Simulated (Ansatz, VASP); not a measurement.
**B: VASP beside Ansatz**

```xyz
3
Lattice="-1.7833 1.7833 1.7833 1.7833 -1.7833 1.7833 1.7833 1.7833 -1.7833" Properties=species:S:1:pos:R:3 pbc="T T T"
B     1.7833    0.0000    0.0000
B     0.0000    1.7833    0.0000
B     0.0000    0.0000    1.7833
```

Alike in both runs: functional PBE; k mesh 18 × 18 × 18; occupations gaussian, width 0.1 eV; no spin polarisation.

Ansatz relaxed the structure, and its values are those at the end. VASP's run is a single point on that final structure, the one shown.

```csv
,VASP,Ansatz
version,VASP 6.6.1,Ansatz 0.2.0
potentials or method,"VASP PAW PBE potentials, release 64 (B), cutoff 520 eV","scalar-relativistic, plane waves, PAW"
valence electrons in the cell,9,9
```

```csv
,VASP,Ansatz,Ansatz less VASP
gap on the k mesh at the Fermi level (eV),none,none,-
pressure (GPa),0.0,0.0,0.00
```

A gap of «none» marks a metal or a gap that the smearing closes.
